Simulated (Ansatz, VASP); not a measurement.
SrO in VASP and in Ansatz

```
Sr O
1.0
     0.00000    2.56128    2.56128
     2.56128    0.00000    2.56128
     2.56128    2.56128    0.00000
Sr O
1 1
Cartesian
  0.0000 0.0000 0.0000
  2.5613 2.5613 2.5613
```

Alike in both runs: functional PBEsol; k mesh 6 × 6 × 6; occupations gaussian, width 0.02 eV; no spin polarisation.

Ansatz relaxed the structure, and its values are those at the end. VASP's run is a single point on that final structure, the one shown.

|  | VASP | Ansatz |
| --- | --- | --- |
| version | VASP 6.6.1 | Ansatz 0.2.0 |
| potentials or method | VASP PAW PBE potentials, release 64 (Sr_sv, O), cutoff 600 eV | scalar-relativistic, plane waves, PAW |
| valence electrons in the cell | 16 | 16 |

Ansatz gave:

```
gap on the k mesh at the Fermi level (eV) : 3.20
least direct gap on the mesh (eV)         : 3.27
pressure (GPa)                            : 0.0
```

Q: Estimate VASP's values.

A: gap on the k mesh at the Fermi level (eV): 3.15; least direct gap on the mesh (eV): 3.23; pressure (GPa): 0.6.

VASP's potentials were made for PBE, not for PBEsol, and Ansatz warns of the same on its side.
